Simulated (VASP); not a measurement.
Input of a VASP 6.6.1 run:

File INCAR:

```
SYSTEM = GaAs
  PREC = Accurate
  ENCUT = 600
  EDIFF = 1E-6
  ISMEAR = 0
  SIGMA = 0.01
  LREAL = .FALSE.
  LASPH = .TRUE.
  NELM = 80
  ALGO = Normal
  ISIF = 3
  LWAVE = .FALSE.
  LCHARG = .FALSE.
  GGA = CA
  IBRION = 2
  NSW = 100
  EDIFFG = -0.005
```

The input KPOINTS:

```
Automatic mesh
0
G
  12 12 12
  0 0 0
```

POSCAR

```
GaAs
1.0
    0.0000000000      2.8268500000      2.8268500000
    2.8268500000      0.0000000000      2.8268500000
    2.8268500000      2.8268500000      0.0000000000
Ga As
1 1
Direct
    0.0000000000      0.0000000000      0.0000000000
    0.7500000000      0.7500000000      0.7500000000
```

Potentials or basis: VASP PAW LDA potentials, release 64 (Ga_d, As).

The run is started by

```bash
$ cat potpaw_LDA.64/Ga_d/POTCAR potpaw_LDA.64/As/POTCAR > POTCAR
$ mpirun -np 1 vasp_std > vasp.out
```

Question: Estimate the space group after relaxing (to 0.05 Å).

Answer: F-43m (No. 216).

Question: Predict the relaxed volume.

Answer: 22.08 Å³/atom.

Question: What does it give for the relaxed cell?

Answer: a = 3.967 Å, b = 3.967 Å, c = 3.967 Å, α = 60.00°, β = 60.00°, γ = 60.00°.

Question: What does it give for the band gap on the k mesh?

Answer: 0.50 eV, direct.

Final structure:
```
Ga As
1.0
     0.00000    2.80543    2.80543
     2.80543    0.00000    2.80543
     2.80543    2.80543    0.00000
Ga As
1 1
Direct
  0.00000 0.00000 0.00000
  0.75000 0.75000 0.75000
```

A k mesh can miss the band edges. Zero-point motion and thermal expansion aren't in these numbers.
